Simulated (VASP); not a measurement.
Ag: relaxation of volume and atoms at fixed shape with PBEsol

The system is Ag.

```xyz
1
Lattice="0.0000 2.0427 2.0427 2.0427 0.0000 2.0427 2.0427 2.0427 0.0000" Properties=species:S:1:pos:R:3 pbc="T T T"
Ag    0.0000    0.0000    0.0000
```

```yaml
Program: VASP 6.6.1
Task: relaxation of volume and atoms at fixed shape
Functional: PBEsol
Potentials_or_basis: VASP PAW PBE potentials, release 64 (Ag)
Cutoff: 600 eV
k_mesh: 10 × 10 × 10
Occupations: fermi-dirac, width 0.05 eV
Spin: no spin polarisation
Dipole_correction: no
Further_INCAR_settings: ALGO = Normal; EDIFF = 1e-06; IBRION = 2; EDIFFG = -0.03; NSW = 50; ISIF = 8
```

```
Relaxed volume                         : 16.67 Å³/atom
Relaxed cell                           : a = 2.867 Å, b = 2.867 Å, c = 2.867 Å, α = 60.00°, β = 60.00°, γ = 60.00°
Space group after relaxing (to 0.05 Å) : Fm-3m (No. 225)
Energy gained by relaxing              : 3.0 meV/atom
Ionic steps                            : 3
Pressure after relaxing                : 0.0 GPa
```

The path:
```
step  energy change (eV)  largest force (eV/Å)  pressure (GPa)  volume (Å³)
   1              0.0000                0.0000           -2.50        17.05
   2             -0.0014                0.0000            1.99        16.40
   3             -0.0030                0.0000            0.00        16.67
```

Final structure:
```yaml
crystal:
  lattice:
    - [0.00000, 2.02744, 2.02744]
    - [2.02744, 0.00000, 2.02744]
    - [2.02744, 2.02744, 0.00000]
  atoms:
    - { symbol: Ag, position: [0.00000, 0.00000, 0.00000] }
```

Levels at points of the mesh, in eV from the Fermi level:
| k point | band 2 | band 3 | band 4 | band 5 | band 6 | band 7 | band 8 | band 9 |
| --- | --- | --- | --- | --- | --- | --- | --- | --- |
| (0.00, 0.00, 0.00) | -4.80 | -4.80 | -4.80 | -3.70 | -3.70 | 16.09 | 19.80 | 19.80 |
| (0.50, 0.00, 0.00) | -4.82 | -4.82 | -2.87 | -2.87 | -0.47 | 3.77 | 15.32 | 18.10 |
| (0.50, 0.50, 0.00) | -6.37 | -2.90 | -2.66 | -2.66 | 1.57 | 6.95 | 10.77 | 10.77 |

It took 7 s on 1 thread of Intel(R) Xeon(R) 6975P-C (Granite Rapids), with other jobs on the host, peak memory 0.14 GiB.

Caveat: the PAW data sets were made with another functional, which shifts forces and pressure a little.
